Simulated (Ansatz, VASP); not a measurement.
**Si2C in VASP and in Ansatz**

Contents of INCAR:

```
SYSTEM = Si2C
PREC     = Accurate       ! precision mode
ENCUT    = 520            ! plane-wave cutoff, eV
EDIFF    = 1E-6           ! SCF threshold, eV
ISMEAR   = 0              ! smearing method
SIGMA    = 0.1            ! smearing width, eV
LREAL    = .FALSE.        ! projectors in reciprocal space
LASPH    = .TRUE.         ! aspherical terms in the spheres
NELM     = 150            ! most SCF steps
ALGO     = Normal         ! electronic algorithm
ISIF     = 2              ! what is computed and relaxed
LWAVE    = .FALSE.        ! write WAVECAR
LCHARG   = .FALSE.        ! write CHGCAR
ISPIN    = 2              ! spin polarisation
MAGMOM   = 0 0 0 0 0 0 1 1 1 ! initial moments
LORBIT   = 11             ! projections on sites
GGA      = PE             ! functional
NBANDS   = 32             ! bands
```

KPOINTS

```
regular mesh
0
G
  3 3 4
  0 0 0
```

The input POSCAR:

```
Si2C
1.0
    6.2138100932      0.0000000000      0.0000000000
   -3.1069050466      5.3813173950      0.0000000000
    0.0000000000      0.0000000000      3.8390722980
Si C
6 3
Direct
    0.2706925346      0.3141151900      0.4046161866
    0.6858848100      0.9565773446      0.7379495200
    0.0434226554      0.7293074654      0.0712828533
    0.6858848100      0.7293074654      0.2620504800
    0.0434226554      0.3141151900      0.9287171467
    0.2706925346      0.9565773446      0.5953838134
    0.6275504765      0.3724495235      0.3333333333
    0.6275504765      0.2551009530      0.6666666667
    0.7448990470      0.3724495235      0.0000000000
```

Input for Ansatz:

```yaml
crystal:
  lattice:
    - [6.2138100932, 0.0, 0.0]
    - [-3.1069050466, 5.381317395, 0.0]
    - [0.0, 0.0, 3.839072298]
  atoms:
    - { symbol: Si, position: [0.2706925346, 0.31411519, 0.4046161866] }
    - { symbol: Si, position: [0.68588481, 0.9565773446, 0.73794952] }
    - { symbol: Si, position: [0.0434226554, 0.7293074654, 0.0712828533] }
    - { symbol: Si, position: [0.68588481, 0.7293074654, 0.26205048] }
    - { symbol: Si, position: [0.0434226554, 0.31411519, 0.9287171467] }
    - { symbol: Si, position: [0.2706925346, 0.9565773446, 0.5953838134] }
    - { symbol: C, position: [0.6275504765, 0.3724495235, 0.3333333333], spin: 1.0 }
    - { symbol: C, position: [0.6275504765, 0.255100953, 0.6666666667], spin: 1.0 }
    - { symbol: C, position: [0.744899047, 0.3724495235, 0.0], spin: 1.0 }
basis:
  ecutwfc: 420
kpoints:
  mp_grid: { grid: [3, 3, 4] }
hamiltonian:
  xc: pbe
scf:
  occupations: { method: gaussian, width: 0.1 }
  lower_state_search: "off"
output:
  forces: true
  stress: true
  eigenvalues: true
  populations: true
magnetization:
  spin_polarized: true
```

Alike in both runs: task single point; functional PBE; k mesh 3 × 3 × 4; occupations gaussian, width 0.1 eV; collinear spin.

```csv
,VASP,Ansatz
version,VASP 6.6.1,Ansatz 0.2.0
potentials or method,"VASP PAW PBE potentials, release 64 (Si, C), cutoff 520 eV","scalar-relativistic, plane waves, PAW"
valence electrons in the cell,36,36
```

VASP gave:

* gap on the k mesh at the Fermi level (eV): none
* pressure (GPa): 0.0
* traceless stress, the component that is largest in VASP (GPa): -0.94
* rms of the force components (eV/Å): 0.095
* net moment per atom (μB): 0.00

Q: What did Ansatz give for the same quantities?

A: gap on the k mesh at the Fermi level (eV): none; pressure (GPa): 0.0; traceless stress, the component that is largest in VASP (GPa): -1.00; rms of the force components (eV/Å): 0.088; net moment per atom (μB): 0.00.

Atom by atom the forces differ by 0.007 eV/Å (rms over components). A gap of «none» marks a metal or a gap that the smearing closes. The functional is the same, so the differences come from potentials, cutoffs and numerics. Ansatz's warnings: seeded moment not kept.

The k mesh is coarse, so the values compare programs but aren't converged.
